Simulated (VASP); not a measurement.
Runs of VASP 6.6.1 on AgBr. The structure is that of space group Fm-3m (No. 225), or close to it. The cells are those of the table. 

```tsv
task	cell	smearing	gap on the mesh (eV)	pressure (GPa)
single point	a = 4.021 Å, angles 60.0°, 2 atoms	gaussian 0.01 eV	0.41	-2.9
relaxation of cell and atoms	relaxed to -3 GPa from a = 3.948 Å, angles 60.0°, 2 atoms	gaussian 0.01 eV	0.41	-3.0
relaxation of cell and atoms	relaxed from a = 3.949 Å, angles 60.0°, 2 atoms	gaussian 0.02 eV	0.42	0.0
single point	a = 3.949 Å, angles 60.0°, 2 atoms	gaussian 0.02 eV	0.42	(a)
```

Alike in all rows: level LDA; potentials or basis VASP PAW LDA potentials, release 64 (Ag, Br); no spin polarisation; k mesh 12 × 12 × 12; cutoff (eV) 500.

Q: Estimate the missing entries.

A: (a) 0.1.

Caveats: the cell is relaxed towards a set pressure, so the run minimises the enthalpy, not the energy (at least some runs).

A k mesh can miss the band edges, and the runs leave out spin-orbit coupling on Ag, Br.
